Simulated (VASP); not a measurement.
A run of VASP 6.6.1:

INCAR

```
PREC = Accurate
ENCUT = 520
EDIFF = 1E-7
ISMEAR = -1
SIGMA = 0.15
LREAL = False
LASPH = True
NELM = 150
ALGO = Normal
ISIF = 2
LWAVE = False
LCHARG = True
ISPIN = 2
MAGMOM = 7
LORBIT = 11
LMAXMIX = 6
GGA = PE
LELF = True
LVHAR = True
NBANDS = 18
```

KPOINTS

```
regular mesh
0
Gamma
  11 11 11
```

POSCAR

```
Eu
1.0
   -2.0272863150      2.0272863150      2.0272863150
    2.0272863150     -2.0272863150      2.0272863150
    2.0272863150      2.0272863150     -2.0272863150
Eu
1
Direct
    0.0000000000      0.0000000000      0.0000000000
```

Potentials or basis: VASP PAW PBE potentials, release 64 (Eu).

Command:

```sh
$ cat potpaw_PBE.64/Eu/POTCAR > POTCAR
$ mpirun -np 1 vasp_std > vasp.out
```

Hardware: 1 thread of Oxide Virtual Turin-like Processor, on a shared host.

Task: Estimate the wall time of this run.

Result: Run time: 2.6 min on 1 thread of Oxide Virtual Turin-like Processor (shared host), peak memory 0.18 GiB. Counts: scf iterations 17, k points 56.
